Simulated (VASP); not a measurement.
Crystal: GeSbTe3.

```
Ge Sb Te
1.0
     6.43473    0.00000    0.00000
    -3.21736    5.57264    0.00000
     0.00000    0.00000    5.40384
Ge Sb Te
1 1 3
Cartesian
  0.0000 0.0000 2.7019
  0.0000 0.0000 0.0000
  3.2174 0.0000 0.0000
  -1.6087 2.7863 0.0000
  1.6087 2.7863 0.0000
```

The cell was generated, and may not be a known phase.

| Quantity | Value |
| --- | --- |
| Program | VASP 6.6.1 |
| Task | relaxation of cell and atoms |
| Functional | PBE |
| Potentials or basis | VASP PAW PBE potentials, release 64 (Ge_d, Sb, Te) |
| Cutoff | 600 eV |
| k mesh | 6 × 6 × 8 |
| Occupations | gaussian, width 0.1 eV |
| Spin | no spin polarisation |

At the start: pressure 0.3 GPa; volume 38.75 Å³/atom.

Problem. How do energy, volume and symmetry change on relaxing?

Solution. Over 6 steps the energy falls by 3.6 meV/atom and the volume is 39.52 Å³/atom (+2.0 %); space group P6/mmm (No. 191, to 0.1 Å) before and after.

The path:
```csv
step,energy change (eV),largest force (eV/Å),pressure (GPa),volume (Å³)
1,0.0000,0.0000,0.32,193.77
2,-0.0137,0.0000,0.14,195.97
3,-0.0179,0.0000,-0.04,198.08
4,-0.0180,0.0000,-0.04,197.96
5,-0.0180,0.0000,-0.03,197.88
6,-0.0180,0.0000,0.03,197.58
```

Final structure:
```
CELL_PARAMETERS angstrom
6.41963 0.00000 0.00000
-3.20982 5.55956 0.00000
0.00000 0.00000 5.53608
ATOMIC_POSITIONS crystal
Ge 0.00000 0.00000 0.50000
Sb 0.00000 0.00000 0.00000
Te 0.50000 0.00000 0.00000
Te 0.00000 0.50000 0.00000
Te 0.50000 0.50000 0.00000
```
